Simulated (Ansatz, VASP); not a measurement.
Sn4Se3: VASP beside Ansatz

```xyz
7
Lattice="4.2862 0.0000 0.0000 -2.1431 3.7120 0.0000 0.0000 0.0000 25.4990" Properties=species:S:1:pos:R:3 pbc="T T T"
Sn    2.1431    1.2373    7.5070
Sn    0.0000    2.4746   11.0055
Sn    0.0000    0.0000   14.4936
Sn    2.1431    1.2373   17.9920
Se    0.0000    0.0000    9.0535
Se    2.1431    1.2373   12.7495
Se    0.0000    2.4746   16.4456
```

Alike in both runs: functional PBE; k mesh 9 × 9 × 1; occupations gaussian, width 0.05 eV; no spin polarisation.

Ansatz relaxed the structure, and its values are those at the end. VASP's run is a single point on that final structure, the one shown.

|  | VASP | Ansatz |
| --- | --- | --- |
| version | VASP 6.6.1 | Ansatz 0.2.0 |
| potentials or method | VASP PAW PBE potentials, release 64 (Sn_d, Se), cutoff 520 eV | scalar-relativistic, plane waves, PAW |
| valence electrons in the cell | 74 | 104 |

Ansatz gave:

| Item | Value |
| --- | --- |
| gap on the k mesh at the Fermi level (eV) | none |
| rms of the force components (eV/Å) | 0.004 |

Problem. Which values does VASP return?

Solution. gap on the k mesh at the Fermi level (eV): none; rms of the force components (eV/Å): 0.003.

A gap of «none» marks a metal or a gap that the smearing closes. VASP's potentials hold 74 valence electrons a cell and Ansatz's 104, so a difference there can come from the potentials and not from the codes. Ansatz's warnings: xc potential rough in thin density.
